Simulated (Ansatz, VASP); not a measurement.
# One calculation of Mo, two programs

```xyz
3
Lattice="4.4494 0.0000 0.0000 -2.2247 3.8533 0.0000 0.0000 0.0000 2.7275" Properties=species:S:1:pos:R:3 pbc="T T T"
Mo    0.0000    0.0000    0.0000
Mo    0.0000    2.5689    1.3638
Mo    2.2247    1.2844    1.3638
```

Alike in both runs: task relaxation of cell and atoms; functional PBEsol; k mesh 8 × 8 × 11; occupations fermi-dirac, width 0.1 eV; no spin polarisation.

|  | VASP | Ansatz |
| --- | --- | --- |
| version | VASP 6.6.1 | Ansatz 0.2.0 |
| potentials or method | VASP PAW PBE potentials, release 64 (Mo_sv), cutoff 600 eV | plane waves (420 eV) with PAW, scalar-relativistic |
| valence electrons in the cell | 42 | 42 |

```csv
,VASP,Ansatz,Ansatz less VASP
relaxed volume (Å³/atom),15.66,15.63,-0.028
relaxed cell length with the largest relative difference (Å),2.539,2.536,-0.0034
```

VASP's potentials were made for PBE, not for PBEsol, and Ansatz warns of the same on its side.
